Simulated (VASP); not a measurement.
Write the native input for VASP 6.6.1 that does the following.

| Item | Value |
| --- | --- |
| Task | single point |
| Functional | PBEsol |
| Potentials or basis | VASP PAW PBE potentials, release 64 (Al, N) |
| Cutoff | 520 eV |
| k mesh | 10 × 10 × 6 |
| Occupations | fermi-dirac, width 0.05 eV |
| Spin | no spin polarisation |
| Dipole correction | no |
| Further INCAR settings | ALGO = Normal; EDIFF = 1e-06; NBANDS = 16 |

The structure of AlN lies in POSCAR:

```
AlN
1.0
    3.0709272750      0.0000000000      0.0000000000
   -1.5354636375      2.6595010333      0.0000000000
    0.0000000000      0.0000000000      4.9136809369
Al N
2 2
Direct
    0.6666666667      0.3333333333      0.5000000000
    0.3333333333      0.6666666667      0.0000000000
    0.6666666667      0.3333333333      0.8800000000
    0.3333333333      0.6666666667      0.3800000000
```

This cell differs from its parent crystal: volume scaled by 0.96.

One way to write it, as run:

INCAR

```
SYSTEM = AlN
  PREC = Accurate
  ENCUT = 520
  EDIFF = 1E-6
  ISMEAR = -1
  SIGMA = 0.05
  LREAL = .False.
  LASPH = .True.
  NELM = 60
  ALGO = Normal
  ISIF = 2
  LWAVE = .False.
  LCHARG = .True.
  GGA = PS
  LELF = .True.
  LVHAR = .True.
  NBANDS = 16
```

KPOINTS

```
Automatic mesh
0
Gamma
  10 10 6
  0 0 0
```

Potentials or basis: VASP PAW PBE potentials, release 64 (Al, N).

Command:

```sh
$ cat potpaw_PBE.64/Al/POTCAR potpaw_PBE.64/N/POTCAR > POTCAR
$ mpirun -np 1 vasp_std > vasp.out
```

It gave:

- Pressure: 9.2 GPa
- Largest force: 0.165 eV/Å
- Band gap on the k mesh: 4.51 eV, direct

Caveat: the PAW data sets were made with another functional, which shifts forces and pressure a little.

Run time: 11 s on 1 thread of Intel(R) Xeon(R) 6975P-C (Granite Rapids) (shared host), peak memory 0.16 GiB.
